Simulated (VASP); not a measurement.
# AlN (P6_3mc) in VASP: notebook

Runs on AlN. Level: LDA. Tasks: single point.

Program: VASP 6.6.1. These are calculated values, not measurements. Logs are shortened: lines on timing, memory, paths and dates and some standing lists are left out, and cuts for length are marked.

## 1. The cell of the first run

The structure is hexagonal, space group P6_3mc (No. 186). Conventional cell: a = 3.139 Å, b = 3.139 Å, c = 5.022 Å, α = 90.00°, β = 90.00°, γ = 120.00°. Al (site symmetry 3m) has 4 N at 1.91 Å within 2.5 Å. Within 2.5 Å of N (site symmetry 3m) lie 4 Al at 1.91 Å.

## 2. Single point, LDA

File INCAR:

```
PREC     = Accurate       # precision mode
ENCUT    = 520            # plane-wave cutoff, eV
EDIFF    = 1E-6           # SCF threshold, eV
ISMEAR   = 0              # smearing method
SIGMA    = 0.01           # smearing width, eV
LREAL    = False          # projectors in reciprocal space
LASPH    = True           # aspherical terms in the spheres
NELM     = 100            # most SCF steps
ALGO     = Normal         # electronic algorithm
ISIF     = 2              # what is computed and relaxed
LWAVE    = False          # write WAVECAR
LCHARG   = False          # write CHGCAR
GGA      = CA             # functional
NBANDS   = 16             # bands
```

File KPOINTS:

```
Automatic mesh
0
Gamma
  12 12 4
```

File POSCAR:

```
AlN
1.0
    3.1387284395      0.0000000000      0.0000000000
   -1.5693642197      2.7182185622      0.0000000000
    0.0000000000      0.0000000000      5.0221671561
Al N
2 2
Direct
    0.3333333333      0.6666666667      0.0000000000
    0.6666666667      0.3333333333      0.5000000000
    0.3333333333      0.6666666667      0.3800000000
    0.6666666667      0.3333333333      0.8800000000
```

Potentials or basis: VASP PAW LDA potentials, release 64 (Al, N).

Command:

```sh
> cat potpaw_LDA.64/Al/POTCAR potpaw_LDA.64/N/POTCAR > POTCAR
> mpirun -np 1 vasp_std > vasp.out
```

OUTCAR:

```text
PREC = Accurate
   ENCUT = 520
   EDIFF = 1E-6
   ISMEAR = 0
   LREAL = False
   LASPH = True
   NELM = 100
   ISIF = 2
   GGA = CA

 ion  position               nearest neighbor table
   1  0.333  0.667  0.000-   3 1.91   4 1.91   4 1.91   4 1.91   2 3.10   2 3.10   2 3.10   2 3.10
                             2 3.10   2 3.10
   2  0.667  0.333  0.500-   4 1.91   3 1.91   3 1.91   3 1.91   1 3.10   1 3.10   1 3.10   1 3.10
                             1 3.10   1 3.10
   3  0.333  0.667  0.380-   1 1.91   2 1.91   2 1.91   2 1.91
   4  0.667  0.333  0.880-   2 1.91   1 1.91   1 1.91   1 1.91

  LATTYP: Found a hexagonal cell.
 ALAT       =     3.1387284395
 C/A-ratio  =     1.6000642467

  Lattice vectors:

 A1 = (   3.1387284395,   0.0000000000,   0.0000000000)
 A2 = (  -1.5693642197,   2.7182185622,   0.0000000000)
 A3 = (   0.0000000000,   0.0000000000,   5.0221671561)

Analysis of symmetry for initial positions (statically):
=====================================================================
 Subroutine PRICEL returns:
 Original cell was already a primitive cell.

 Routine SETGRP: Setting up the symmetry group for a
 hexagonal supercell.

 Subroutine GETGRP returns: Found 12 space group operations
 (whereof  6 operations were pure point group operations)
 out of a pool of 24 trial point group operations.

The static configuration has the point symmetry C_3v.
 The point group associated with its full space group is C_6v.

Analysis of symmetry for dynamics (positions and initial velocities):
=====================================================================
 Subroutine PRICEL returns:
 Original cell was already a primitive cell.

 Routine SETGRP: Setting up the symmetry group for a
 hexagonal supercell.

 Subroutine GETGRP returns: Found 12 space group operations
 (whereof  6 operations were pure point group operations)
 out of a pool of 24 trial point group operations.

The dynamic configuration has the point symmetry C_3v.
 The point group associated with its full space group is C_6v.

 Subroutine INISYM returns: Found 12 space group operations
 (whereof  6 operations are pure point group operations),
 and found     1 'primitive' translations

----------------------------------------------------------------------------------------

                                     Primitive cell

  volume of cell :      42.8479

  direct lattice vectors                    reciprocal lattice vectors
     3.138728439  0.000000000  0.000000000     0.318600357  0.183944002  0.000000000
    -1.569364220  2.718218562  0.000000000     0.000000000  0.367888004  0.000000000
     0.000000000  0.000000000  5.022167156     0.000000000  0.000000000  0.199117227

  length of vectors
     3.138728439  3.138728438  5.022167156     0.367888003  0.367888004  0.199117227

  position of ions in fractional coordinates (direct lattice)
     0.333333333  0.666666667  0.000000000
     0.666666667  0.333333333  0.500000000
     0.333333333  0.666666667  0.380000000
     0.666666667  0.333333333  0.880000000

  ion indices of the primitive-cell ions
   primitive index   ion index
                 1           1
                 2           2
                 3           3
                 4           4

----------------------------------------------------------------------------------------

 KPOINTS: Automatic mesh

Automatic generation of k-mesh.
 Grid dimensions read from file:
 generate k-points for:   12   12    4

 Generating k-lattice:

  Cartesian coordinates                     Fractional coordinates (reciprocal lattice)
     0.026550030  0.015328667  0.000000000     0.083333333 -0.000000000  0.000000000
     0.000000000  0.030657334  0.000000000     0.000000000  0.083333333  0.000000000
     0.000000000  0.000000000  0.049779307     0.000000000  0.000000000  0.250000000

  Length of vectors
     0.030657334  0.030657334  0.049779307

  Shift w.r.t. Gamma in fractional coordinates (k-lattice)
     0.000000000  0.000000000  0.000000000

 Subroutine IBZKPT returns following result:
 ===========================================

 Found     57 irreducible k-points:

 Following reciprocal coordinates:
            Coordinates               Weight
  0.000000  0.000000  0.000000      1.000000
  0.083333  0.000000  0.000000      6.000000
  0.166667  0.000000  0.000000      6.000000
  0.250000  0.000000  0.000000      6.000000
  0.333333  0.000000  0.000000      6.000000
  0.416667 -0.000000  0.000000      6.000000
[... 16 lines left out ...]
  0.250000  0.000000  0.250000     12.000000
  0.333333  0.000000  0.250000     12.000000
 [... further k-points ...]
   k-points           NKPTS =     57   k-points in BZ     NKDIM =     57   number of bands    NBANDS=     16
   number of dos      NEDOS =    301   number of ions     NIONS =      4
   total plane-waves  NPLWV =  23040
   dimension x,y,z NGX =    24 NGY =   24 NGZ =   40
   dimension x,y,z NGXF=    48 NGYF=   48 NGZF=   80
[... 40 lines left out ...]
   AEXX    =    0.0000 exact exchange contribution
   IVDW    =     0    specifies the selected vdW correction
   LEPSILON=     F    determine dielectric tensor
   LRPA    =     F    only Hartree local field effects (RPA)
 non-spin polarized calculation
 Gauss-broadening in eV      SIGMA  =   0.01
  energy-cutoff  :      520.00
  volume of cell :       42.85
 maximum number of plane-waves:      1182
 NGX is ok and might be reduce to    24
   NGX = 11   NGY = 11   NGZ = 19

 number of electron      16.0000003 magnetization

 Free energy of the ion-electron system (eV)
  ---------------------------------------------------
  ext. energy  EPLUGINS =         0.00000000
  ---------------------------------------------------
  free energy    TOTEN  =       -32.78836469 eV

  energy without entropy =      -32.78836469  energy(sigma->0) =      -32.78836469

 E-fermi :   5.6642     XC(G=0): -11.1348

 val. band max:        5.6219488175   @ k =   0.0000   0.0000   0.0000
 cond. band min:       9.6510172433   @ k =   0.0000   0.0000   0.0000
 fundamental gap:      4.0290684258
 Fermi energy:         5.6642271409

 k-point     1 :       0.0000    0.0000    0.0000
  band No.  band energies     occupation
      1      -9.2296      2.00000
      2      -7.0839      2.00000
      3      -0.2953      2.00000
      4       4.7977      2.00000
      5       4.7977      2.00000
      6       5.4488      2.00000
[... 8 lines left out ...]
     15      18.3361      0.00000
     16      18.3361      0.00000

 k-point     2 :       0.0833    0.0000    0.0000
  band No.  band energies     occupation
      1      -9.1418      2.00000
      2      -7.0339      2.00000
      3      -0.1918      2.00000
      4       4.3849      2.00000
      5       4.6814      2.00000
      6       5.0352      2.00000
[... 8 lines left out ...]
     15      18.3689      0.00000
     16      18.4099      0.00000

 k-point     3 :       0.1667    0.0000    0.0000
  band No.  band energies     occupation
      1      -8.8859      2.00000
      2      -6.8970      2.00000
      3       0.1135      2.00000
      4       3.3845      2.00000
      5       4.1650      2.00000
      6       4.4080      2.00000
[... 8 lines left out ...]
     15      17.6563      0.00000
     16      18.0952      0.00000

 k-point     4 :       0.2500    0.0000    0.0000
  band No.  band energies     occupation
      1      -8.4867      2.00000
      2      -6.7156      2.00000
      3       0.6021      2.00000
      4       2.2227      2.00000
      5       3.2100      2.00000
      6       4.0942      2.00000
[... 8 lines left out ...]
     15      17.3076      0.00000
     16      18.5305      0.00000
[... 324 lines left out ...]
 k-point    22 :       0.1667    0.0000    0.2500
  band No.  band energies     occupation
      1      -8.6617      2.00000
      2      -7.2876      2.00000
      3       0.7554      2.00000
      4       3.4033      2.00000
      5       3.7955      2.00000
      6       4.5335      2.00000
[... 8 lines left out ...]
     15      17.6824      0.00000
     16      18.0779      0.00000

 k-point    23 :       0.2500    0.0000    0.2500
  band No.  band energies     occupation
      1      -8.2786      2.00000
      2      -7.0459      2.00000
      3       0.9177      2.00000
      4       2.4226      2.00000
      5       3.0102      2.00000
      6       4.2398      2.00000
[... 8 lines left out ...]
     15      17.6035      0.00000
     16      18.5607      0.00000

 k-point    24 :       0.3333    0.0000    0.2500
  band No.  band energies     occupation
      1      -7.8145      2.00000
      2      -6.8081      2.00000
      3       0.6892      2.00000
      4       1.6331      2.00000
      5       2.6658      2.00000
      6       3.9812      2.00000
[... 8 lines left out ...]
     15      17.5739      0.00000
     16      19.3217      0.00000

 [... further k-points ...]

------------------------ aborting loop because EDIFF is reached ----------------------------------------

  FORCE on cell =-STRESS in cart. coord.  units (eV):
  Direction    XX          YY          ZZ          XY          YZ          ZX
  --------------------------------------------------------------------------------------
  -------------------------------------------------------------------------------------
  Total       -2.4951215     -2.4951215     -2.0067276     -0.0000000      0.0000000      0.0000000
  in kB      -93.2981432    -93.2981431    -75.0360094     -0.0000000      0.0000000      0.0000000
  external PRESSURE =     -87.2107652 kB  Pullay stress =       0.0000000 kB

 VOLUME and BASIS-vectors are now :
 -----------------------------------------------------------------------------
  energy-cutoff  :      520.00
  volume of cell :       42.85
      direct lattice vectors                 reciprocal lattice vectors
     3.138728439  0.000000000  0.000000000     0.318600357  0.183944002  0.000000000
    -1.569364220  2.718218562  0.000000000     0.000000000  0.367888004  0.000000000
     0.000000000  0.000000000  5.022167156     0.000000000  0.000000000  0.199117227

 POSITION                                       TOTAL-FORCE (eV/Angst)
 -----------------------------------------------------------------------------------
     -0.00000      1.81215      0.00000        -0.000000     -0.000000     -0.101304
      1.56936      0.90607      2.51108         0.000000     -0.000000     -0.101304
     -0.00000      1.81215      1.90842        -0.000000      0.000000      0.101304
      1.56936      0.90607      4.41951         0.000000     -0.000000      0.101304
 -----------------------------------------------------------------------------------
    total drift:                               -0.000000      0.000000      0.000589

  FREE ENERGIE OF THE ION-ELECTRON SYSTEM (eV)
  ---------------------------------------------------
  free  energy   TOTEN  =       -32.7883646877 eV

  energy  without entropy=      -32.7883646877  energy(sigma->0) =      -32.78836469
```

It took 39 s on 1 thread of Intel Xeon 8259CL, shared host; peak memory 0.16 GiB.

What came out:

```
Free energy            : -32.7884 eV
Pressure               : -8.7 GPa
Largest force          : 0.101 eV/Å
Band gap on the k mesh : 4.03 eV
```

Forces in eV/Å, atoms in the order of the input:
```
Al   0.000  0.000 -0.101
Al   0.000  0.000 -0.101
N    0.000  0.000  0.101
N    0.000  0.000  0.101
```

Stress tensor (GPa, compression positive):
```
-9.33  0.00  0.00
 0.00 -9.33  0.00
 0.00  0.00 -7.50
```

Caveat: the cell stands under tension. Expect the measured gap to be larger: semilocal functionals such as LDA lack the derivative discontinuity.

## 3. Single point, LDA

This run uses another cell than the first one, of 10.97 Å³/atom.

File INCAR:

```
PREC = Accurate ; ENCUT = 520
EDIFF = 1E-7 ; ISMEAR = 0
SIGMA = 0.01 ; LREAL = False
LASPH = True ; NELM = 60
ALGO = Normal ; ISIF = 2
LWAVE = False ; LCHARG = False
NBANDS = 16
```

KPOINTS is that of step 2.

File POSCAR:

```
AlN
1.0
    3.1640418588      0.0000000000      0.0000000000
   -1.5820209294      2.7401406263      0.0000000000
    0.0000000000      0.0000000000      5.0626702533
Al N
2 2
Direct
    0.3333333333      0.6666666667      0.0000000000
    0.6666666667      0.3333333333      0.5000000000
    0.3333333333      0.6666666667      0.3800000000
    0.6666666667      0.3333333333      0.8800000000
```

Potentials or basis: VASP PAW LDA potentials, release 64 (Al, N).

Command:

```sh
> cat potpaw_LDA.64/Al/POTCAR potpaw_LDA.64/N/POTCAR > POTCAR
> mpirun -np 1 vasp_std > vasp.out
```

It took 44 s on 1 thread of Intel Xeon 8259CL, shared host; peak memory 0.16 GiB.

The run converged. Its results:

```yaml
Free_energy: -32.7187 eV
Pressure: -12.8 GPa
Largest_force: 0.085 eV/Å
Band_gap_on_the_k_mesh: 3.82 eV
```

Forces on the atoms (eV/Å):
```
Al   0.000  0.000 -0.085
Al   0.000  0.000 -0.085
N    0.000  0.000  0.085
N    0.000  0.000  0.085
```

Stress tensor (GPa, compression positive):
```
-13.39   0.00   0.00
  0.00 -13.39   0.00
  0.00   0.00 -11.47
```

Levels at points of the mesh, in eV from the valence-band top:
```tsv
k point	band 4	band 5	band 6	band 7	band 8	band 9	band 10	band 11	band 12	band 13
(0.00, 0.00, 0.00)	-0.81	-0.81	-0.17	-0.17	0.00	3.82	6.14	10.09	10.61	10.61
(0.50, 0.00, 0.00)	-4.05	-3.25	-2.01	-1.72	-0.65	5.51	5.59	7.68	9.81	10.46
(0.00, 0.00, 0.50)	-3.24	-0.50	-0.50	-0.50	-0.50	6.01	6.01	9.77	9.77	10.93
(0.50, 0.00, 0.50)	-5.44	-1.40	-1.40	-1.32	-1.32	5.04	5.04	8.81	8.81	11.13
```

Caveat: the cell stands under tension. A k mesh can miss the band edges.

## 4. Single point, LDA

This run uses another cell than the first one, of 11.23 Å³/atom.

File INCAR:

```
SYSTEM = AlN
  PREC = Accurate
  ENCUT = 520
  EDIFF = 1E-7
  ISMEAR = 0
  SIGMA = 0.01
  LREAL = .False.
  LASPH = .True.
  NELM = 80
  ALGO = Normal
  ISIF = 2
  LWAVE = .False.
  LCHARG = .False.
  GGA = CA
  NBANDS = 16
```

File KPOINTS:

```
regular mesh
0
Gamma
  12 12 4
  0 0 0
```

File POSCAR:

```
AlN
1.0
    3.1889566000      0.0000000000      0.0000000000
   -1.5944783000      2.7617174251      0.0000000000
    0.0000000000      0.0000000000      5.1025354400
Al N
2 2
Direct
    0.3333333333      0.6666666667      0.0000000000
    0.6666666667      0.3333333333      0.5000000000
    0.3333333333      0.6666666667      0.3800000000
    0.6666666667      0.3333333333      0.8800000000
```

Command:

```sh
> cat potpaw_LDA.64/Al/POTCAR potpaw_LDA.64/N/POTCAR > POTCAR
> mpirun -np 1 vasp_std > vasp.out
```

It took 41 s on 1 thread of Intel Xeon 8259CL, shared host; peak memory 0.16 GiB.

The run converged. Its results:

| Quantity | Value |
| --- | --- |
| Free energy | -32.6242 eV |
| Pressure | -16.3 GPa |
| Largest force | 0.070 eV/Å |
| Band gap on the k mesh | 3.62 eV |

Forces in eV/Å, atoms in the order of the input:
```
Al   0.000  0.000 -0.070
Al   0.000  0.000 -0.070
N    0.000  0.000  0.070
N    0.000  0.000  0.070
```

Stress tensor (GPa, compression positive):
```
-17.00   0.00   0.00
  0.00 -17.00   0.00
  0.00   0.00 -15.00
```

Levels at points of the mesh, in eV from the valence-band top:
```csv
k point,band 4,band 5,band 6,band 7,band 8,band 9,band 10,band 11,band 12,band 13
"(0.00, 0.00, 0.00)",-0.80,-0.80,-0.16,-0.16,0.00,3.62,5.94,9.91,10.45,10.45
"(0.50, 0.00, 0.00)",-4.00,-3.20,-1.98,-1.69,-0.64,5.43,5.54,7.48,9.64,10.33
"(0.00, 0.00, 0.50)",-3.21,-0.49,-0.49,-0.49,-0.49,5.81,5.81,9.59,9.59,10.77
"(0.50, 0.00, 0.50)",-5.35,-1.38,-1.38,-1.30,-1.30,4.96,4.96,8.66,8.66,10.88
```

Caveat: the cell stands under tension.

## 5. Single point, LDA

This run uses another cell than the first one, of 11.50 Å³/atom.

File INCAR:

```
PREC = Accurate
ENCUT = 520
EDIFF = 1E-6
ISMEAR = 0
SIGMA = 0.01
LREAL = False
LASPH = True
NELM = 60
ALGO = Normal
ISIF = 2
LWAVE = False
LCHARG = False
NBANDS = 16
```

File KPOINTS:

```
Automatic mesh
0
Gamma
  12 12 4
```

File POSCAR:

```
AlN
1.0
    3.2134879994      0.0000000000      0.0000000000
   -1.6067439997      2.7829622402      0.0000000000
    0.0000000000      0.0000000000      5.1417872551
Al N
2 2
Direct
    0.3333333333      0.6666666667      0.0000000000
    0.6666666667      0.3333333333      0.5000000000
    0.3333333333      0.6666666667      0.3800000000
    0.6666666667      0.3333333333      0.8800000000
```

Command:

```sh
> cat potpaw_LDA.64/Al/POTCAR potpaw_LDA.64/N/POTCAR > POTCAR
> mpirun -np 1 vasp_std > vasp.out
```

Wall time 33 s (1 thread of Intel Xeon 8259CL, shared host); peak memory 0.16 GiB.

It converged, with:

```
Free energy            : -32.5077 eV
Pressure               : -19.5 GPa
Largest force          : 0.056 eV/Å
Band gap on the k mesh : 3.43 eV
```

Forces in eV/Å, atoms in the order of the input:
```
Al   0.000  0.000 -0.056
Al   0.000  0.000 -0.056
N    0.000  0.000  0.056
N    0.000  0.000  0.056
```

Stress tensor (GPa, compression positive):
```
-20.21   0.00   0.00
  0.00 -20.21   0.00
  0.00   0.00 -18.15
```

Levels at points of the mesh, in eV from the valence-band top:
| k point | band 5 | band 6 | band 7 | band 8 | band 9 | band 10 | band 11 | band 12 |
| --- | --- | --- | --- | --- | --- | --- | --- | --- |
| (0.00, 0.00, 0.00) | -0.79 | -0.16 | -0.16 | 0.00 | 3.43 | 5.75 | 9.73 | 10.28 |
| (0.50, 0.00, 0.00) | -3.15 | -1.95 | -1.66 | -0.63 | 5.35 | 5.49 | 7.29 | 9.48 |
| (0.00, 0.00, 0.50) | -0.48 | -0.48 | -0.48 | -0.48 | 5.62 | 5.62 | 9.41 | 9.41 |
| (0.50, 0.00, 0.50) | -1.36 | -1.36 | -1.28 | -1.28 | 4.89 | 4.89 | 8.52 | 8.52 |

Caveat: the cell stands under tension.

## 6. Overview

```csv
cell,gap on the mesh (eV),pressure (GPa),largest force (eV/Å)
"a = 3.139, b = 3.139, c = 5.022 Å, angles 90.0, 90.0, 120.0°, 4 atoms",4.03,-8.7,0.10
"a = 3.164, b = 3.164, c = 5.063 Å, angles 90.0, 90.0, 120.0°, 4 atoms",3.82,-12.8,0.08
"a = 3.189, b = 3.189, c = 5.103 Å, angles 90.0, 90.0, 120.0°, 4 atoms",3.62,-16.3,0.07
"a = 3.213, b = 3.213, c = 5.142 Å, angles 90.0, 90.0, 120.0°, 4 atoms",3.43,-19.5,0.06
```

Alike in all rows: task single point; level LDA; potentials or basis VASP PAW LDA potentials, release 64 (Al, N); no spin polarisation; k mesh 12 × 12 × 4; cutoff (eV) 520; smearing gaussian 0.01 eV.

Caveats: the cell stands under tension.

Absolute energies hang on the potentials; compare differences alone.
